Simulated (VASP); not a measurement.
# InAg (P4mm) in VASP: single point with LDA

Aim: the single point of InAg with LDA.

Everything below comes from runs of VASP 6.6.1. Logs are shortened: lines on timing, memory, paths and dates and some standing lists are left out, and cuts for length are marked.

**1. The cell of the first run**

The structure is tetragonal, space group P4mm (No. 99). The conventional cell has a = 3.465 Å, b = 3.465 Å, c = 3.465 Å, α = 90.00°, β = 90.00°, γ = 90.00°. In (site symmetry 4mm) has 8 Ag at 2.94 to 3.06 Å and 6 In at 3.46 Å within 3.9 Å. Within 3.9 Å of Ag (site symmetry 4mm) lie 8 In at 2.94 to 3.06 Å and 6 Ag at 3.46 Å.

**2. Single point, LDA (atom 1 (In) moved by (-0.100, +0.000) A along y and z)**

The input, INCAR:

```
SYSTEM = InAg
PREC = Accurate ; ENCUT = 500
EDIFF = 1E-6 ; ISMEAR = 0
SIGMA = 0.15 ; LREAL = .False.
LASPH = .True. ; NELM = 120
ALGO = Normal ; ISIF = 2
LWAVE = .False. ; LCHARG = .False.
NBANDS = 19 ; GGA_COMPAT = .False.
```

The input, KPOINTS:

```
Automatic mesh
0
Gamma
  14 14 14
  0 0 0
```

The input, POSCAR:

```
InAg
1.0
    3.4647886600      0.0000000000      0.0000000000
    0.0000000000      3.4647886600      0.0000000000
    0.0000000000      0.0000000000      3.4647886600
In Ag
1 1
Direct
    0.5000000000      0.4711382108      0.5000000000
    0.0000000000      0.0000000000      0.0000000000
```

Potentials or basis: VASP PAW LDA potentials, release 64 (In_d, Ag).

Run with:

```console
cat potpaw_LDA.64/In_d/POTCAR potpaw_LDA.64/Ag/POTCAR > POTCAR
mpirun -np 1 vasp_std > vasp.out
```

OUTCAR:

```text
SYSTEM = InAg
   PREC = Accurate
   ENCUT = 500
   EDIFF = 1E-6
   ISMEAR = 0
   LREAL = .False.
   LASPH = .True.
   NELM = 120
   ISIF = 2

 ion  position               nearest neighbor table
   1  0.500  0.471  0.500-   2 2.94   2 2.94   2 2.94   2 2.94   2 3.06   2 3.06   2 3.06   2 3.06

   2  0.000  0.000  0.000-   1 2.94   1 2.94   1 2.94   1 2.94   1 3.06   1 3.06   1 3.06   1 3.06

  LATTYP: Found a simple cubic cell.
 ALAT       =     3.4647886600

  Lattice vectors:

 A1 = (   3.4647886600,   0.0000000000,   0.0000000000)
 A2 = (   0.0000000000,   3.4647886600,   0.0000000000)
 A3 = (   0.0000000000,   0.0000000000,   3.4647886600)

Analysis of symmetry for initial positions (statically):
=====================================================================
 Subroutine PRICEL returns:
 Original cell was already a primitive cell.

 Routine SETGRP: Setting up the symmetry group for a
 simple cubic supercell.

 Subroutine GETGRP returns: Found  8 space group operations
 (whereof  8 operations were pure point group operations)
 out of a pool of 48 trial point group operations.

The static configuration has the point symmetry C_4v.

Analysis of symmetry for dynamics (positions and initial velocities):
=====================================================================
 Subroutine PRICEL returns:
 Original cell was already a primitive cell.

 Routine SETGRP: Setting up the symmetry group for a
 simple cubic supercell.

 Subroutine GETGRP returns: Found  8 space group operations
 (whereof  8 operations were pure point group operations)
 out of a pool of 48 trial point group operations.

The dynamic configuration has the point symmetry C_4v.

 Subroutine INISYM returns: Found  8 space group operations
 (whereof  8 operations are pure point group operations),
 and found     1 'primitive' translations

----------------------------------------------------------------------------------------

                                     Primitive cell

  volume of cell :      41.5940

  direct lattice vectors                    reciprocal lattice vectors
     3.464788660  0.000000000  0.000000000     0.288617892  0.000000000  0.000000000
     0.000000000  3.464788660  0.000000000     0.000000000  0.288617892  0.000000000
     0.000000000  0.000000000  3.464788660     0.000000000  0.000000000  0.288617892

  length of vectors
[... 80 lines left out ...]
   ENCUT  =  500.0 eV  36.75 Ry    6.06 a.u.   6.32  6.32  6.32*2*pi/ulx,y,z
   NELM   =    120;   NELMIN=  2; NELMDL= -5     # of ELM steps
   EDIFF  = 0.1E-05   stopping-criterion for ELM
   LREAL  =      F    real-space projection
   EDIFFG = 0.1E-04   stopping-criterion for IOM
   NSW    =      0    number of steps for IOM
   IBRION =     -1    ionic relax: 0-MD 1-quasi-New 2-CG
   NFREE  =      0    steps in history (QN), initial steepest desc. (CG)
   ISIF   =      2    stress and relaxation
   ISYM   =      2    0-nonsym 1-usesym 2-fastsym
   POTIM  = 0.5000    time-step for ionic-motion
   TEBEG  =    0.0;   TEEND  =   0.0 temperature during run
   PSTRESS=    0.0 pullay stress
   NELECT =      24.0000    total number of electrons
   NUPDOWN=      -1.0000    fix difference up-down
   EMIN   =  10.00;   EMAX   =-10.00  energy-range for DOS
   EFERMI =   0.00;   METHOD = LEGACY
   ISMEAR =     0;   SIGMA  =   0.15  broadening in eV -4-tet -1-fermi 0-gaus
   EFERMI_NEDOS =   21; number of points for ismear=-14 and -15
   IALGO  =     38    algorithm
   IMIX   =      4    mixing-type and parameters
     AMIX     =   0.40;   BMIX     =  1.00
     AMIX_MAG =   1.60;   BMIX_MAG =  1.00
  volume/ion in A,a.u.               =      20.80       140.34
  Fermi-wavevector in a.u.,A,eV,Ry     =   1.362914  2.575534 25.273297  1.857535
  Thomas-Fermi vector in A             =   2.489362
   LORBIT       =      0    0 simple, 1 ext, 2 COOP (PROOUT), +10 PAW based schemes
   GGA     = CA    functional components
   LHFCALC =     F    Hartree Fock is set to
   AEXX    =    0.0000 exact exchange contribution
   IVDW    =     0    specifies the selected vdW correction
   LEPSILON=     F    determine dielectric tensor
   LRPA    =     F    only Hartree local field effects (RPA)
 non-spin polarized calculation
 Gauss-broadening in eV      SIGMA  =   0.15
  energy-cutoff  :      500.00
  volume of cell :       41.59
 maximum number of plane-waves:      1078
 NGX is ok and might be reduce to    28
   NGX = 13   NGY = 13   NGZ = 13

 number of electron      24.0000006 magnetization

 Free energy of the ion-electron system (eV)
  ---------------------------------------------------
  ext. energy  EPLUGINS =         0.00000000
  ---------------------------------------------------
  free energy    TOTEN  =        -6.86817145 eV

  energy without entropy =       -6.85865543  energy(sigma->0) =       -6.86341344

 E-fermi :   8.3000     XC(G=0): -11.5775

 val. band max:        8.2991925304   @ k =   0.2857   0.0714   0.2857
 cond. band min:       8.3609489561   @ k =   0.2857   0.5000   0.4286
 fundamental gap:      0.0617564256
 Fermi energy:         8.3000479831

 k-point     1 :       0.0000    0.0000    0.0000
  band No.  band energies     occupation
      1      -6.4627      2.00000
      2      -6.4618      2.00000
      3      -6.2128      2.00000
      4      -6.2109      2.00000
      5      -6.2109      2.00000
      6      -1.2249      2.00000
[... 505 lines left out ...]
      6      -0.0578      2.00000
[... 11 lines left out ...]
     18      20.0600      0.00000
     19      20.4663      0.00000

 [... further k-points ...]

------------------------ aborting loop because EDIFF is reached ----------------------------------------

  FORCE on cell =-STRESS in cart. coord.  units (eV):
  Direction    XX          YY          ZZ          XY          YZ          ZX
  --------------------------------------------------------------------------------------
  -------------------------------------------------------------------------------------
  Total       -1.2640613     -1.3071776     -1.2640613      0.0000000     -0.0000000     -0.0000000
  in kB      -48.6909740    -50.3517916    -48.6909740      0.0000000     -0.0000000     -0.0000000
  external PRESSURE =     -49.2445799 kB  Pullay stress =       0.0000000 kB

 VOLUME and BASIS-vectors are now :
 -----------------------------------------------------------------------------
  energy-cutoff  :      500.00
  volume of cell :       41.59
      direct lattice vectors                 reciprocal lattice vectors
     3.464788660  0.000000000  0.000000000     0.288617892  0.000000000  0.000000000
     0.000000000  3.464788660  0.000000000     0.000000000  0.288617892  0.000000000
     0.000000000  0.000000000  3.464788660     0.000000000  0.000000000  0.288617892

 POSITION                                       TOTAL-FORCE (eV/Angst)
 -----------------------------------------------------------------------------------
      1.73239      1.63239      1.73239         0.000000      0.149647     -0.000000
      0.00000      0.00000      0.00000        -0.000000     -0.149647      0.000000
 -----------------------------------------------------------------------------------
    total drift:                                0.000000     -0.000173      0.000000

  FREE ENERGIE OF THE ION-ELECTRON SYSTEM (eV)
  ---------------------------------------------------
  free  energy   TOTEN  =        -6.8681714475 eV

  energy  without entropy=       -6.8586554259  energy(sigma->0) =       -6.86341344
```

OSZICAR:

```text
N       E                     dE             d eps       ncg     rms          rms(c)
DAV:   1     0.176577782287E+03    0.17658E+03   -0.11723E+04 11226   0.159E+03
DAV:   2     0.257243310645E+01   -0.17401E+03   -0.16741E+03 11063   0.362E+02
DAV:   3    -0.707867322125E+01   -0.96511E+01   -0.95706E+01 12459   0.896E+01
DAV:   4    -0.728728619437E+01   -0.20861E+00   -0.20848E+00 12959   0.122E+01
DAV:   5    -0.729577778066E+01   -0.84916E-02   -0.84910E-02 14293   0.251E+00    0.569E+00
DAV:   6    -0.690033793939E+01    0.39544E+00   -0.20278E+00 11894   0.126E+01    0.393E+00
DAV:   7    -0.687743259553E+01    0.22905E-01   -0.64895E-02 13314   0.336E+00    0.208E+00
DAV:   8    -0.686871455221E+01    0.87180E-02   -0.10221E-02 15134   0.133E+00    0.248E-01
DAV:   9    -0.686820359883E+01    0.51095E-03   -0.18013E-03 14578   0.679E-01    0.143E-01
DAV:  10    -0.686817301501E+01    0.30584E-04   -0.18477E-04 12354   0.146E-01    0.331E-02
DAV:  11    -0.686817150830E+01    0.15067E-05   -0.90052E-06 13086   0.333E-02    0.113E-02
DAV:  12    -0.686817144755E+01    0.60754E-07   -0.48562E-07  6787   0.637E-03
   1 F= -.68681714E+01 E0= -.68634134E+01  d E =-.951602E-02
```

Wall time 2.3 min (1 thread of Intel Xeon 6975P-C, shared host); peak memory 0.32 GiB.

Results:

```
Free energy            : -6.8682 eV
Pressure               : -4.9 GPa
Largest force          : 0.150 eV/Å
Band gap on the k mesh : zero (band 12 reaches 11.40 eV, above the bottom of band 13 at 7.05 eV)
```

Forces in eV/Å, atoms in the order of the input:
```
In   0.000  0.150  0.000
Ag   0.000 -0.150  0.000
```

Stress tensor (GPa, compression positive):
```
-4.87  0.00  0.00
 0.00 -5.04  0.00
 0.00  0.00 -4.87
```

Levels at points of the mesh, in eV from the Fermi level:
```csv
k point,band 10,band 11,band 12,band 13,band 14,band 15
"(0.00, 0.00, 0.00)",-4.62,-4.62,3.10,3.10,3.13,5.97
"(0.50, 0.00, 0.00)",-5.09,-4.65,-3.47,7.04,7.15,8.42
"(0.00, 0.50, 0.00)",-5.10,-4.65,-3.46,7.09,7.09,8.49
"(0.50, 0.50, 0.00)",-4.28,-2.50,-2.48,-1.22,0.27,7.71
"(0.50, 0.00, 0.50)",-4.29,-2.47,-2.47,-1.24,0.27,7.72
"(0.50, 0.50, 0.50)",-4.26,-1.30,2.12,2.12,2.30,2.58
```

Caveat: the cell differs from its parent crystal (atom 1 (In) moved by (-0.100, +0.000) A along y and z); spin-orbit coupling is left out, which moves the levels of the heavy elements.
